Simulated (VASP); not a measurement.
# PtSe (Fm-3m) in VASP: settings compared

Aim: see how the results for PtSe move with the level of theory and the settings. Levels: B3LYP, HSE06, PBE-based screened hybrid with 25 % exact exchange. Tasks: relaxation of cell and atoms.

Program: VASP 6.6.1. These are calculated values, not measurements. Logs are shortened: lines on timing, memory, paths and dates and some standing lists are left out, and cuts for length are marked.

## (1) The cell of the first run

The structure is cubic, space group Fm-3m (No. 225). Conventional cell: a = 5.597 Å, b = 5.597 Å, c = 5.597 Å, α = 90.00°, β = 90.00°, γ = 90.00°. Pt (site symmetry m-3m) has 6 Se at 2.80 Å within 3.7 Å. Within 3.7 Å of Se (site symmetry m-3m) lie 6 Pt at 2.80 Å.

## (2) Relaxation of cell and atoms, B3LYP

Contents of POSCAR:

```
PtSe
1.0
    0.0000000000      2.7984111300      2.7984111300
    2.7984111300      0.0000000000      2.7984111300
    2.7984111300      2.7984111300      0.0000000000
Pt Se
1 1
Direct
    0.5000000000      0.5000000000      0.5000000000
    0.0000000000      0.0000000000      0.0000000000
```

Contents of INCAR.step1:

```
  PREC = Accurate
  ENCUT = 600
  EDIFF = 1E-5
  ISMEAR = -1
  SIGMA = 0.05
  LREAL = False
  LASPH = True
  NELM = 60
  ALGO = Normal
  LWAVE = True
  LCHARG = False
  GGA = PE
  NBANDS = 15
```

Contents of INCAR.step2:

```
  PREC = Accurate
  ENCUT = 600
  EDIFF = 1E-7
  ISMEAR = -1
  SIGMA = 0.05
  LREAL = False
  LASPH = True
  NELM = 60
  ALGO = Normal
  ISIF = 3
  LWAVE = False
  LCHARG = False
  GGA = B3
  LHFCALC = True
  AEXX = 0.2
  AGGAX = 0.72
  AGGAC = 0.81
  ALDAC = 0.19
  PRECFOCK = Normal
  IBRION = 2
  NSW = 60
  EDIFFG = -0.01
  ISTART = 1
```

Contents of KPOINTS:

```
Automatic mesh
0
Gamma
  4 4 4
```

Potentials or basis: VASP PAW PBE potentials, release 64 (Pt, Se).

Run with:

```console
$ cat potpaw_PBE.64/Pt/POTCAR potpaw_PBE.64/Se/POTCAR > POTCAR
$ cp INCAR.step1 INCAR
$ mpirun -np 1 vasp_std > vasp.out
$ cp INCAR.step2 INCAR
$ mpirun -np 1 vasp_std > vasp.out
```

OUTCAR:

```text
PREC = Accurate
   ENCUT = 600
   EDIFF = 1E-7
   ISMEAR = -1
   LREAL = False
   LASPH = True
   NELM = 60
   ISIF = 3
   GGA = B3
   LHFCALC = True
   AEXX = 0.2
   PRECFOCK = Normal
   IBRION = 2
   NSW = 60
   EDIFFG = -0.01
   ISTART = 1

 ion  position               nearest neighbor table
   1  0.500  0.500  0.500-   2 2.80   2 2.80   2 2.80   2 2.80   2 2.80   2 2.80
   2  0.000  0.000  0.000-   1 2.80   1 2.80   1 2.80   1 2.80   1 2.80   1 2.80

  LATTYP: Found a face centered cubic cell.
 ALAT       =     5.5968222600

  Lattice vectors:

 A1 = (   0.0000000000,   2.7984111300,   2.7984111300)
 A2 = (   2.7984111300,   0.0000000000,   2.7984111300)
 A3 = (   2.7984111300,   2.7984111300,   0.0000000000)

Analysis of symmetry for initial positions (statically):
=====================================================================
 Subroutine PRICEL returns:
 Original cell was already a primitive cell.

 Routine SETGRP: Setting up the symmetry group for a
 face centered cubic supercell.

 Subroutine GETGRP returns: Found 48 space group operations
 (whereof 48 operations were pure point group operations)
 out of a pool of 48 trial point group operations.

The static configuration has the point symmetry O_h .

Analysis of symmetry for dynamics (positions and initial velocities):
=====================================================================
 Subroutine PRICEL returns:
 Original cell was already a primitive cell.

 Routine SETGRP: Setting up the symmetry group for a
 face centered cubic supercell.

 Subroutine GETGRP returns: Found 48 space group operations
 (whereof 48 operations were pure point group operations)
 out of a pool of 48 trial point group operations.

The dynamic configuration has the point symmetry O_h .

 Subroutine INISYM returns: Found 48 space group operations
 (whereof 48 operations are pure point group operations),
 and found     1 'primitive' translations

----------------------------------------------------------------------------------------

                                     Primitive cell

  volume of cell :      43.8293

  direct lattice vectors                    reciprocal lattice vectors
     0.000000000  2.798411130  2.798411130    -0.178672817  0.178672817  0.178672817
     2.798411130  0.000000000  2.798411130     0.178672817 -0.178672817  0.178672817
     2.798411130  2.798411130  0.000000000     0.178672817  0.178672817 -0.178672817

  length of vectors
     3.957550973  3.957550973  3.957550973     0.309470397  0.309470397  0.309470397

  position of ions in fractional coordinates (direct lattice)
     0.500000000  0.500000000  0.500000000
     0.000000000  0.000000000  0.000000000

  ion indices of the primitive-cell ions
   primitive index   ion index
                 1           1
                 2           2

----------------------------------------------------------------------------------------

 KPOINTS: Automatic mesh

Automatic generation of k-mesh.
 Grid dimensions read from file:
 generate k-points for:    4    4    4

 Generating k-lattice:

  Cartesian coordinates                     Fractional coordinates (reciprocal lattice)
    -0.044668204  0.044668204  0.044668204     0.250000000  0.000000000  0.000000000
     0.044668204 -0.044668204  0.044668204     0.000000000  0.250000000  0.000000000
     0.044668204  0.044668204 -0.044668204     0.000000000  0.000000000  0.250000000

  Length of vectors
     0.077367599  0.077367599  0.077367599

  Shift w.r.t. Gamma in fractional coordinates (k-lattice)
     0.000000000  0.000000000  0.000000000

 Subroutine IBZKPT returns following result:
 ===========================================

 Found      8 irreducible k-points:

 Following reciprocal coordinates:
            Coordinates               Weight
  0.000000  0.000000  0.000000      1.000000
  0.250000  0.000000  0.000000      8.000000
  0.500000  0.000000  0.000000      4.000000
  0.250000  0.250000  0.000000      6.000000
  0.500000  0.250000  0.000000     24.000000
 -0.250000  0.250000  0.000000     12.000000
  0.500000  0.500000  0.000000      3.000000
 -0.250000  0.500000  0.250000      6.000000
   k-points           NKPTS =      8   k-points in BZ     NKDIM =     64   number of bands    NBANDS=     12
   number of dos      NEDOS =    301   number of ions     NIONS =      2
   total plane-waves  NPLWV =  32768
   dimension x,y,z NGX =    32 NGY =   32 NGZ =   32
   dimension x,y,z NGXF=    64 NGYF=   64 NGZF=   64
   ions per type =               1   1
   NGX,Y,Z   is equivalent  to a cutoff of  13.44, 13.44, 13.44 a.u.
   NGXF,Y,Z  is equivalent  to a cutoff of  26.88, 26.88, 26.88 a.u.
 SYSTEM =  unknown system
   PREC   = accura    normal or accurate (medium, high low for compatibility)
   ISTART =      1    job   : 0-new  1-cont  2-samecut
   ICHARG =      0    charge: 1-file 2-atom 10-const
   ISPIN  =      1    spin polarized calculation?
   LNONCOLLINEAR =      F non collinear calculations
   LSORBIT =      F    spin-orbit coupling
   LASPH  =      T    aspherical Exc in radial PAW
   ENCUT  =  600.0 eV  44.10 Ry    6.64 a.u.   7.90  7.90  7.90*2*pi/ulx,y,z
   NELM   =     60;   NELMIN=  2; NELMDL=  0     # of ELM steps
   EDIFF  = 0.1E-06   stopping-criterion for ELM
   LREAL  =      F    real-space projection
   EDIFFG = -.1E-01   stopping-criterion for IOM
   NSW    =     60    number of steps for IOM
   IBRION =      2    ionic relax: 0-MD 1-quasi-New 2-CG
   NFREE  =      1    steps in history (QN), initial steepest desc. (CG)
   ISIF   =      3    stress and relaxation
   ISYM   =      3    0-nonsym 1-usesym 2-fastsym
   POTIM  = 0.5000    time-step for ionic-motion
   TEBEG  =    0.0;   TEEND  =   0.0 temperature during run
   PSTRESS=    0.0 pullay stress
   NELECT =      16.0000    total number of electrons
   NUPDOWN=      -1.0000    fix difference up-down
   EMIN   =  10.00;   EMAX   =-10.00  energy-range for DOS
   EFERMI =   0.00;   METHOD = LEGACY
   ISMEAR =    -1;   SIGMA  =   0.05  broadening in eV -4-tet -1-fermi 0-gaus
   EFERMI_NEDOS =   21; number of points for ismear=-14 and -15
   IALGO  =     38    algorithm
   IMIX   =      1    mixing-type and parameters
     AMIX     =   0.40;   BMIX     =  1.00
     AMIX_MAG =   1.60;   BMIX_MAG =  1.00
  volume/ion in A,a.u.               =      21.91       147.89
  Fermi-wavevector in a.u.,A,eV,Ry     =   1.170020  2.211017 18.625654  1.368947
  Thomas-Fermi vector in A             =   2.306485
   LORBIT       =      0    0 simple, 1 ext, 2 COOP (PROOUT), +10 PAW based schemes
   GGA     = B3    functional components
   LHFCALC =     T    Hartree Fock is set to
   PRECFOCK=normal    Normal, Fast or Accurate (Low or Medium for compatibility)
   ENCUT4O =  -1.0   cutoff for four orbital integrals eV
   NKREDX  =     1    reduce k-point grid by
   NKREDY  =     1    reduce k-point grid by
   NKREDZ  =     1    reduce k-point grid by
   AEXX    =    0.2000 exact exchange contribution
   HFSCREEN=    0.0000 screening length (either q_TF or 0.3 A-1)
   HFSCREENC=   0.0000 screening length for correlation (either q_TF or 0.3 A-1)
   ENCUTFOCK=  -1.0 apply spherical cutoff to Coloumb kernel
   IVDW    =     0    specifies the selected vdW correction
   LEPSILON=     F    determine dielectric tensor
   LRPA    =     F    only Hartree local field effects (RPA)
 conjugate gradient relaxation of ions
 non-spin polarized calculation
  energy-cutoff  :      600.00
  volume of cell :       43.83
 maximum number of plane-waves:      1476
  NGX = 24; NGY = 24; NGZ = 24

--------------------------------------- Ionic step        1  -------------------------------------------

 number of electron      15.9999999 magnetization

 Free energy of the ion-electron system (eV)
  ---------------------------------------------------
  ext. energy  EPLUGINS =         0.00000000
  ---------------------------------------------------
  free energy    TOTEN  =       -10.14125952 eV

  energy without entropy =      -10.12429209  energy(sigma->0) =      -10.13277580

------------------------ aborting loop because EDIFF is reached ----------------------------------------

  FORCE on cell =-STRESS in cart. coord.  units (eV):
  Direction    XX          YY          ZZ          XY          YZ          ZX
  --------------------------------------------------------------------------------------
  -------------------------------------------------------------------------------------
  Total       -2.6467903     -2.6467903     -2.6467903     -0.0000000      0.0000000     -0.0000000
  in kB      -96.7532519    -96.7532519    -96.7532519     -0.0000000      0.0000000     -0.0000000
  external PRESSURE =     -96.7532519 kB  Pullay stress =       0.0000000 kB
[... 57 lines left out ...]
  energy  without entropy=      -10.2613595437  energy(sigma->0) =      -10.26980974

--------------------------------------- Ionic step        3  -------------------------------------------

 number of electron      15.9999999 magnetization

 Free energy of the ion-electron system (eV)
  ---------------------------------------------------
  ext. energy  EPLUGINS =         0.00000000
  ---------------------------------------------------
  free energy    TOTEN  =       -10.34128236 eV

  energy without entropy =      -10.32436526  energy(sigma->0) =      -10.33282381

 E-fermi :   7.0745     XC(G=0):  -8.9172

 val. band max:        6.9940764393   @ k =   0.5000   0.2500   0.0000
 cond. band min:       7.5760239921   @ k =   0.5000   0.2500   0.0000
 fundamental gap:      0.5819475528
 Fermi energy:         7.0745323742

 k-point     1 :       0.0000    0.0000    0.0000
  band No.  band energies     occupation
      1      -9.4876      2.00000
      2       2.9648      2.00000
      3       2.9648      2.00000
      4       2.9648      2.00000
      5       3.3893      2.00000
      6       3.3893      2.00000
      7       5.2121      2.00000
      8       5.2121      2.00000
      9       5.2121      2.00000
     10       8.9981      0.00000
     11      18.2777      0.00000
     12      19.5325      0.00000
[... 132 lines left out ...]
  FREE ENERGIE OF THE ION-ELECTRON SYSTEM (eV)
  ---------------------------------------------------
  free  energy   TOTEN  =       -10.3412823561 eV

  energy  without entropy=      -10.3243652629  energy(sigma->0) =      -10.33282381

 reached required accuracy - stopping structural energy minimisation
```

Wall time 11 min (1 thread of Intel Xeon 6975P-C (Granite Rapids), shared host); peak memory 0.2 GiB.

Results:

* Free energy: -10.3413 eV
* Relaxed volume: 19.18 Å³/atom
* Relaxed cell: a = 3.786 Å, b = 3.786 Å, c = 3.786 Å, α = 60.00°, β = 60.00°, γ = 60.00°
* Space group after relaxing (to 0.1 Å): Fm-3m (No. 225)
* Energy gained by relaxing: 100.0 meV/atom
* Ionic steps: 3
* Pressure after relaxing: -0.1 GPa
* Band gap on the k mesh: zero (bands 8 and 9 overlap by 5.17 eV)

Step by step:
```csv
step,energy change (eV),largest force (eV/Å),pressure (GPa),volume (Å³)
1,0.0000,0.0000,-9.68,43.83
2,-0.1370,0.0000,9.05,35.96
3,-0.2000,0.0000,-0.08,38.37
```

Final structure:
```
CELL_PARAMETERS angstrom
0.00000 2.67699 2.67699
2.67699 0.00000 2.67699
2.67699 2.67699 0.00000
ATOMIC_POSITIONS crystal
Pt 0.50000 0.50000 0.50000
Se 0.00000 0.00000 0.00000
```

Caveat: the k points lie up to 0.51 Å⁻¹ apart in the final cell, too coarse for converged energies and pressures of a metal; the PAW data sets were made with another functional, which shifts forces and pressure a little; spin-orbit coupling is left out, which moves the levels of the heavy elements.

## (3) Relaxation of cell and atoms, HSE06

POSCAR is that of step 2.

Contents of INCAR.step1:

```
SYSTEM = PtSe
PREC = Accurate
ENCUT = 600
EDIFF = 1E-5
ISMEAR = -1
SIGMA = 0.05
LREAL = .FALSE.
LASPH = .TRUE.
NELM = 60
ALGO = Normal
LWAVE = .TRUE.
LCHARG = .FALSE.
GGA = PE
NBANDS = 15
```

Contents of INCAR.step2:

```
SYSTEM = PtSe
PREC = Accurate
ENCUT = 600
EDIFF = 1E-7
ISMEAR = -1
SIGMA = 0.05
LREAL = .FALSE.
LASPH = .TRUE.
NELM = 60
ALGO = Normal
ISIF = 3
LWAVE = .FALSE.
LCHARG = .FALSE.
GGA = PE
LHFCALC = .TRUE.
HFSCREEN = 0.2079
PRECFOCK = Normal
IBRION = 2
NSW = 60
EDIFFG = -0.01
ISTART = 1
```

Contents of KPOINTS:

```
regular mesh
0
G
  4 4 4
  0 0 0
```

Potentials or basis: VASP PAW PBE potentials, release 64 (Pt, Se).

Run with:

```console
$ cat potpaw_PBE.64/Pt/POTCAR potpaw_PBE.64/Se/POTCAR > POTCAR
$ cp INCAR.step1 INCAR
$ mpirun -np 1 vasp_std > vasp.out
$ cp INCAR.step2 INCAR
$ mpirun -np 1 vasp_std > vasp.out
```

Run time: 24 min. Hardware: 1 thread of Intel Xeon 6975P-C (Granite Rapids), shared host; peak memory 0.3 GiB.

It converged, with:

| Item | Value |
| --- | --- |
| Free energy | -11.2648 eV |
| Relaxed volume | 17.92 Å³/atom |
| Relaxed cell | a = 3.701 Å, b = 3.701 Å, c = 3.701 Å, α = 60.00°, β = 60.00°, γ = 60.00° |
| Space group after relaxing (to 0.1 Å) | Fm-3m (No. 225) |
| Energy gained by relaxing | 255.5 meV/atom |
| Ionic steps | 7 |
| Pressure after relaxing | 0.0 GPa |
| Band gap on the k mesh | zero (bands 8 and 9 overlap by 5.15 eV) |

The path:
| step | energy change (eV) | largest force (eV/Å) | pressure (GPa) | volume (Å³) |
| --- | --- | --- | --- | --- |
| 1 | 0.0000 | 0.0000 | -16.54 | 43.83 |
| 2 | -0.1077 | 0.0000 | 31.05 | 30.99 |
| 3 | -0.5105 | 0.0000 | -0.82 | 36.04 |
| 4 | -0.5110 | 0.0000 | -0.20 | 35.89 |
| 5 | -0.5109 | 0.0000 | 0.40 | 35.74 |
| 6 | -0.5109 | 0.0000 | -0.45 | 35.95 |
| 7 | -0.5110 | 0.0000 | 0.01 | 35.83 |

Final structure:
```
CELL_PARAMETERS angstrom
0.00000 2.61672 2.61672
2.61672 0.00000 2.61672
2.61672 2.61672 0.00000
ATOMIC_POSITIONS crystal
Pt 0.50000 0.50000 0.50000
Se 0.00000 0.00000 0.00000
```

Levels at points of the mesh, in eV from the Fermi level:
```tsv
k point	band 4	band 5	band 6	band 7	band 8	band 9	band 10	band 11	band 12
(0.00, 0.00, 0.00)	-4.50	-3.99	-3.99	-1.87	-1.87	-1.87	2.05	10.29	12.24
(0.50, 0.00, 0.00)	-6.69	-3.36	-3.36	-2.73	3.28	3.28	3.61	6.69	6.69
(0.50, 0.50, 0.00)	-3.90	-3.90	-3.49	-3.04	-3.04	-1.55	0.40	9.00	12.56
```

Caveat: the k points lie up to 0.52 Å⁻¹ apart in the final cell, too coarse for converged energies and pressures of a metal; the volume moved by over 15 % at a fixed basis, so the end points are rough; the PAW data sets were made with another functional, which shifts forces and pressure a little; spin-orbit coupling is left out, which moves the levels of the heavy elements.

(Continued in part 2 of 2.)

The gap in the log of VASP goes by the Fermi energy; the results here count the filled bands.